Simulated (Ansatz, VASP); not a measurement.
**Nb2Si2O in VASP and in Ansatz**

```
CELL_PARAMETERS angstrom
3.22675 -1.64779 -0.02164
3.22675 1.64779 -0.02164
-0.16561 0.00000 6.74646
ATOMIC_POSITIONS crystal
Nb 0.68162 0.68162 0.84357
Nb 0.31838 0.31838 0.15643
Si 0.65375 0.65375 0.41439
Si 0.34625 0.34625 0.58561
O 0.00000 0.00000 0.00000
```

Change from the starting cell: the structure that the rattled cell fell into.

Alike in both runs: functional PBE; k mesh 12 × 12 × 6; occupations gaussian, width 0.1 eV; no spin polarisation.

Ansatz relaxed the structure, and its values are those at the end. VASP's run is a single point on that final structure, the one shown.

|  | VASP | Ansatz |
| --- | --- | --- |
| version | VASP 6.6.1 | Ansatz 0.2.0 |
| potentials or method | VASP PAW PBE potentials, release 64 (Nb_sv, Si, O), cutoff 520 eV | scalar-relativistic, plane waves, PAW |
| valence electrons in the cell | 40 | 40 |

VASP gave:

* gap on the k mesh at the Fermi level (eV): none
* pressure (GPa): -0.2

Q: Estimate Ansatz's values.

A: gap on the k mesh at the Fermi level (eV): none; pressure (GPa): 0.0.

A gap of «none» marks a metal or a gap that the smearing closes.
